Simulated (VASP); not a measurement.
# Nb2Te2S (Cmmm) in VASP: notebook

The runs below take Nb2Te2S through single point, with PBE.

All numbers are computed with VASP 6.6.1; they aren't measurements. Logs are shortened: lines on timing, memory, paths and dates and some standing lists are left out, and cuts for length are marked.

## Step 1: The cell of the first run

It takes space group Cmmm (No. 65, orthorhombic). The conventional cell has a = 5.538 Å, b = 8.233 Å, c = 5.594 Å, α = 90.00°, β = 90.00°, γ = 90.00°. Nb (site symmetry 2mm) has 2 Te at 2.06 Å and 1 Nb at 2.51 Å within 2.7 Å. Te (site symmetry 2/m) has 2 Nb at 2.06 Å within 2.7 Å. Within 4.0 Å of S (site symmetry mmm) lie 4 Nb at 3.07 Å and 8 Te at 3.74 Å.

## Step 2: Single point, PBE

File INCAR:

```
SYSTEM = Nb2Te2S
PREC = Accurate ; ENCUT = 520
EDIFF = 1E-7 ; ISMEAR = 0
SIGMA = 0.1 ; LREAL = .FALSE.
LASPH = .TRUE. ; NELM = 100
ALGO = Normal ; ISIF = 2
LWAVE = .FALSE. ; LCHARG = .TRUE.
GGA = PE ; LELF = .TRUE.
LVHAR = .TRUE. ; NBANDS = 30
```

File KPOINTS:

```
Automatic mesh
0
G
  4 4 4
  0 0 0
```

File POSCAR:

```
Nb2Te2S
1.0
    2.7687738600     -4.1166844900      0.0000000000
    2.7687738600      4.1166844900      0.0000000000
    0.0000000000      0.0000000000      5.5944644800
Nb Te S
2 2 1
Direct
    0.7734916000      0.7734916000      0.0000000000
    0.2265084000      0.2265084000      0.0000000000
    0.0000000000      0.5000000000      0.0000000000
    0.5000000000      0.0000000000      0.0000000000
    0.0000000000      0.0000000000      0.5000000000
```

Potentials or basis: VASP PAW PBE potentials, release 64 (Nb_sv, Te, S).

Started as:

```bash
> cat potpaw_PBE.64/Nb_sv/POTCAR potpaw_PBE.64/Te/POTCAR potpaw_PBE.64/S/POTCAR > POTCAR
> mpirun -np 1 vasp_std > vasp.out
```

OUTCAR:

```text
SYSTEM = Nb2Te2S
   PREC = Accurate
   ENCUT = 520
   EDIFF = 1E-7
   ISMEAR = 0
   LREAL = .FALSE.
   LASPH = .TRUE.
   NELM = 100
   ISIF = 2
   GGA = PE

 ion  position               nearest neighbor table
   1  0.773  0.773  0.000-   3 2.06   4 2.06   2 2.51   2 3.03   4 3.35   3 3.35
   2  0.227  0.227  0.000-   3 2.06   4 2.06   1 2.51   1 3.03   3 3.35   4 3.35
   3  0.000  0.500  0.000-   1 2.06   2 2.06   4 2.77   4 2.77   1 3.35   2 3.35
   4  0.500  0.000  0.000-   1 2.06   2 2.06   3 2.77   3 2.77   1 3.35   2 3.35
   5  0.000  0.000  0.500-

  LATTYP: Found a base centered orthorhombic cell.
 ALAT       =     5.5375477200
 B/A-ratio  =     1.4868258291
 C/A-ratio  =     1.0102783331

  Lattice vectors:

 A1 = (   2.7687738600,  -4.1166844900,   0.0000000000)
 A2 = (   2.7687738600,   4.1166844900,   0.0000000000)
 A3 = (   0.0000000000,   0.0000000000,   5.5944644800)

Analysis of symmetry for initial positions (statically):
=====================================================================
 Subroutine PRICEL returns:
 Original cell was already a primitive cell.

 Routine SETGRP: Setting up the symmetry group for a
 base centered orthorhombic supercell.

 Subroutine GETGRP returns: Found  8 space group operations
 (whereof  8 operations were pure point group operations)
 out of a pool of  8 trial point group operations.

The static configuration has the point symmetry D_2h.

Analysis of symmetry for dynamics (positions and initial velocities):
=====================================================================
 Subroutine PRICEL returns:
 Original cell was already a primitive cell.

 Routine SETGRP: Setting up the symmetry group for a
 base centered orthorhombic supercell.

 Subroutine GETGRP returns: Found  8 space group operations
 (whereof  8 operations were pure point group operations)
 out of a pool of  8 trial point group operations.

The dynamic configuration has the point symmetry D_2h.

 Subroutine INISYM returns: Found  8 space group operations
 (whereof  8 operations are pure point group operations),
 and found     1 'primitive' translations

----------------------------------------------------------------------------------------

                                     Primitive cell

  volume of cell :     127.5333

  direct lattice vectors                    reciprocal lattice vectors
     2.768773860 -4.116684490  0.000000000     0.180585351 -0.121456964  0.000000000
     2.768773860  4.116684490  0.000000000     0.180585351  0.121456964  0.000000000
     0.000000000  0.000000000  5.594464480     0.000000000  0.000000000  0.178748119

  length of vectors
[... 89 lines left out ...]
   NFREE  =      0    steps in history (QN), initial steepest desc. (CG)
   ISIF   =      2    stress and relaxation
   ISYM   =      2    0-nonsym 1-usesym 2-fastsym
   POTIM  = 0.5000    time-step for ionic-motion
   TEBEG  =    0.0;   TEEND  =   0.0 temperature during run
   PSTRESS=    0.0 pullay stress
   NELECT =      44.0000    total number of electrons
   NUPDOWN=      -1.0000    fix difference up-down
   EMIN   =  10.00;   EMAX   =-10.00  energy-range for DOS
   EFERMI =   0.00;   METHOD = LEGACY
   ISMEAR =     0;   SIGMA  =   0.10  broadening in eV -4-tet -1-fermi 0-gaus
   EFERMI_NEDOS =   21; number of points for ismear=-14 and -15
   IALGO  =     38    algorithm
   IMIX   =      4    mixing-type and parameters
     AMIX     =   0.40;   BMIX     =  1.00
     AMIX_MAG =   1.60;   BMIX_MAG =  1.00
  volume/ion in A,a.u.               =      25.51       172.13
  Fermi-wavevector in a.u.,A,eV,Ry     =   1.148201  2.169785 17.937447  1.318365
  Thomas-Fermi vector in A             =   2.284877
   LORBIT       =      0    0 simple, 1 ext, 2 COOP (PROOUT), +10 PAW based schemes
   GGA     = PE    functional components
   LHFCALC =     F    Hartree Fock is set to
   AEXX    =    0.0000 exact exchange contribution
   IVDW    =     0    specifies the selected vdW correction
   LEPSILON=     F    determine dielectric tensor
   LRPA    =     F    only Hartree local field effects (RPA)
 non-spin polarized calculation
 Gauss-broadening in eV      SIGMA  =   0.10
  energy-cutoff  :      520.00
  volume of cell :      127.53
 maximum number of plane-waves:      3453
 NGX is ok and might be reduce to    40
   NGX = 19   NGY = 19   NGZ = 21

 number of electron      44.0000001 magnetization

 Free energy of the ion-electron system (eV)
  ---------------------------------------------------
  ext. energy  EPLUGINS =         0.00000000
  ---------------------------------------------------
  free energy    TOTEN  =       -10.09464344 eV

  energy without entropy =      -10.08123744  energy(sigma->0) =      -10.08794044

 E-fermi :   6.6865     XC(G=0):  -9.4352

 val. band max:        6.6772924829   @ k =   0.0000   0.0000   0.0000
 cond. band min:       6.7012401733   @ k =   0.0000   0.0000   0.0000
 fundamental gap:      0.0239476905
 Fermi energy:         6.6865276939

 k-point     1 :       0.0000    0.0000    0.0000
  band No.  band energies     occupation
      1     -47.9659      2.00000
      2     -47.7932      2.00000
      3     -25.6613      2.00000
      4     -25.2099      2.00000
      5     -24.5853      2.00000
      6     -24.0654      2.00000
[... 682 lines left out ...]
     29      10.0825      0.00000
     30      12.6078      0.00000

------------------------ aborting loop because EDIFF is reached ----------------------------------------

  FORCE on cell =-STRESS in cart. coord.  units (eV):
  Direction    XX          YY          ZZ          XY          YZ          ZX
  --------------------------------------------------------------------------------------
  -------------------------------------------------------------------------------------
  Total       15.2444984    157.0213608     -9.5615358      0.0000000      0.0000000      0.0000000
  in kB      191.5138268   1972.6304528   -120.1198137      0.0000000      0.0000000      0.0000000
  external PRESSURE =     681.3414886 kB  Pullay stress =       0.0000000 kB

 VOLUME and BASIS-vectors are now :
 -----------------------------------------------------------------------------
  energy-cutoff  :      520.00
  volume of cell :      127.53
      direct lattice vectors                 reciprocal lattice vectors
     2.768773860 -4.116684490  0.000000000     0.180585351 -0.121456964  0.000000000
     2.768773860  4.116684490  0.000000000     0.180585351  0.121456964  0.000000000
     0.000000000  0.000000000  5.594464480     0.000000000  0.000000000  0.178748119

 POSITION                                       TOTAL-FORCE (eV/Angst)
 -----------------------------------------------------------------------------------
      4.28325      0.00000      0.00000         1.572983      0.000000     -0.000000
      1.25430      0.00000      0.00000        -1.572983      0.000000      0.000000
      1.38439      2.05834      0.00000         0.000000     -0.000000      0.000000
      1.38439     -2.05834      0.00000        -0.000000      0.000000      0.000000
      0.00000      0.00000      2.79723         0.000000      0.000000      0.000000
 -----------------------------------------------------------------------------------
    total drift:                                0.000000     -0.000000      0.000000

  FREE ENERGIE OF THE ION-ELECTRON SYSTEM (eV)
  ---------------------------------------------------
  free  energy   TOTEN  =       -10.0946434383 eV

  energy  without entropy=      -10.0812374396  energy(sigma->0) =      -10.08794044
```

It took 66 s on 1 thread of Intel Xeon Platinum 8488C (Sapphire Rapids), shared host; peak memory 0.28 GiB.

What came out:

- Free energy: -10.0946 eV
- Pressure: 68.1 GPa
- Largest force: 1.573 eV/Å
- Band gap on the k mesh: zero (band 22 reaches 6.82 eV, above the bottom of band 23 at 6.38 eV)

Forces in eV/Å, atoms in the order of the input:
```
Nb   1.573  0.000  0.000
Nb  -1.573  0.000  0.000
Te   0.000  0.000  0.000
Te   0.000  0.000  0.000
S    0.000  0.000  0.000
```

Levels at points of the mesh, in eV from the Fermi level:
```
           k point  band 19  band 20  band 21  band 22  band 23  band 24  band 25  band 26
(0.00, 0.00, 0.00)    -1.59    -1.48    -0.01     0.01     0.68     1.60     1.83     2.78
(0.50, 0.00, 0.00)    -1.73    -1.11    -0.68    -0.38     0.11     0.89     1.25     2.13
(0.50, 0.50, 0.00)    -1.32    -1.29    -0.93    -0.31    -0.29     0.35     2.73     2.94
(0.00, 0.00, 0.50)    -1.39    -1.38    -0.92    -0.05     1.14     1.58     1.61     1.84
(0.50, 0.00, 0.50)    -1.66    -1.12    -0.49    -0.40    -0.19     0.31     0.66     1.58
(0.50, 0.50, 0.50)    -1.71    -0.93    -0.71    -0.32    -0.09     0.87     2.63     3.00
```

Caveat: spin-orbit coupling is left out, which moves the levels of the heavy elements; forces of over 1 eV/Å act on the atoms, so gaps and moduli don't describe the material at rest.

## Step 3: Single point, PBE

This run uses another cell than the first one, of 30.25 Å³/atom, 1.186 times its volume.

File INCAR:

```
SYSTEM = Nb2Te2S
ALGO = Normal ; EDIFF = 1E-7
ENCUT = 520 ; GGA = PE
ISIF = 2 ; ISMEAR = 0
LASPH = .TRUE. ; LCHARG = .FALSE.
LREAL = .FALSE. ; LWAVE = .FALSE.
NBANDS = 30 ; NELM = 80
PREC = Accurate ; SIGMA = 0.1
```

File KPOINTS:

```
k-points
0
G
  4 4 4
  0 0 0
```

File POSCAR:

```
Nb2Te2S
1.0
    3.0808586866     -5.5349671983      0.0000000000
    3.0808586866      5.5349671983      0.0000000000
    0.0000000000      0.0000000000      4.4348689169
Nb Te S
2 2 1
Direct
    0.8109747254      0.8109747254      0.0000000000
    0.1890252746      0.1890252746      0.0000000000
    0.0000000000      0.5000000000      0.0000000000
    0.5000000000      0.0000000000      0.0000000000
    0.0000000000      0.0000000000      0.5000000000
```

Potentials or basis: VASP PAW PBE potentials, release 64 (Nb_sv, Te, S).

Started as:

```bash
> cat potpaw_PBE.64/Nb_sv/POTCAR potpaw_PBE.64/Te/POTCAR potpaw_PBE.64/S/POTCAR > POTCAR
> mpirun -np 1 vasp_std > vasp.out
```

It took 77 s on 1 thread of Intel Xeon Platinum 8488C (Sapphire Rapids), shared host; peak memory 0.32 GiB.

The run converged. Its results:

| Property | Result |
| --- | --- |
| Free energy | -30.3718 eV |
| Pressure | -0.1 GPa |
| Band gap on the k mesh | zero (band 22 reaches 6.10 eV, above the bottom of band 23 at 4.89 eV) |

Stress tensor (GPa, compression positive):
```
 0.01  0.00  0.00
 0.00 -0.14  0.00
 0.00  0.00 -0.11
```

Levels at points of the mesh, in eV from the Fermi level:
| k point | band 20 | band 21 | band 22 | band 23 | band 24 | band 25 |
| --- | --- | --- | --- | --- | --- | --- |
| (0.00, 0.00, 0.00) | -1.09 | -1.02 | -0.19 | -0.03 | 0.94 | 1.99 |
| (0.50, 0.00, 0.00) | -1.46 | -1.02 | -0.48 | 0.23 | 0.99 | 1.17 |
| (0.50, 0.50, 0.00) | -1.21 | -0.09 | 0.48 | 0.71 | 0.77 | 1.46 |
| (0.00, 0.00, 0.50) | -2.01 | -1.45 | -0.99 | 0.38 | 0.43 | 1.33 |
| (0.50, 0.00, 0.50) | -1.49 | -1.23 | -0.90 | -0.73 | 0.31 | 0.45 |
| (0.50, 0.50, 0.50) | -1.77 | -1.69 | -1.00 | -0.08 | 0.28 | 1.67 |

Caveat: spin-orbit coupling is left out, which moves the levels of the heavy elements.
